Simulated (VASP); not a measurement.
Write the native input for VASP 6.6.1 that does the following.

```
Task                   : single point
Functional             : PBE
Dispersion             : D3(BJ)
Potentials or basis    : VASP PAW PBE potentials, release 64 (Se, W_sv)
Cutoff                 : 520 eV
k mesh                 : 9 × 9 × 1
Occupations            : gaussian, width 0.05 eV
Spin                   : no spin polarisation
Dipole correction      : yes
Further INCAR settings : ALGO = Normal; EDIFF = 1e-06; NBANDS = 35
```

The structure of WSe2 lies in POSCAR:

```
WSe2
1.0
    3.2854929709      0.0000000000      0.0000000000
   -1.6427464855      2.8453203767      0.0000000000
    0.0000000000      0.0000000000     24.2386466774
Se W
4 2
Direct
    0.3333333333      0.6666666667      0.1856539294
    0.3333333333      0.6666666667      0.3246601777
    0.7777777778      0.2222222222      0.4517299783
    0.7777777778      0.2222222222      0.5907362267
    0.6666666667      0.3333333333      0.2551570536
    1.1111111111     -0.1111111111      0.5212331025
```

This cell differs from its parent crystal: layers slid over each other.

One way to write it, as run:

INCAR

```
PREC = Accurate
ENCUT = 520
EDIFF = 1E-6
ISMEAR = 0
SIGMA = 0.05
LREAL = F
LASPH = T
NELM = 80
ALGO = Normal
ISIF = 2
LWAVE = F
LCHARG = F
LDIPOL = T
IDIPOL = 3
DIPOL = 0.5 0.5 0.388
GGA = PE
IVDW = 12
NBANDS = 35
```

KPOINTS

```
Automatic mesh
0
Gamma
  9 9 1
```

Potentials or basis: VASP PAW PBE potentials, release 64 (Se, W_sv).

Launch:

```bash
$ cat potpaw_PBE.64/Se/POTCAR potpaw_PBE.64/W_sv/POTCAR > POTCAR
$ mpirun -np 1 vasp_std > vasp.out
```

It gave:

```json
{
 "Largest force": "0.039 eV/Å",
 "Band gap on the k mesh": "1.39 eV (least direct gap 1.63 eV)",
 "Dispersion energy per atom": "-0.402 eV"
}
```

Caveat: the cell differs from its parent crystal (layers slid over each other); spin-orbit coupling is left out, which moves the levels of the heavy elements.

Run time: 6.3 min on 1 thread of Intel Xeon 8259CL, on a shared host, peak memory 0.42 GiB.
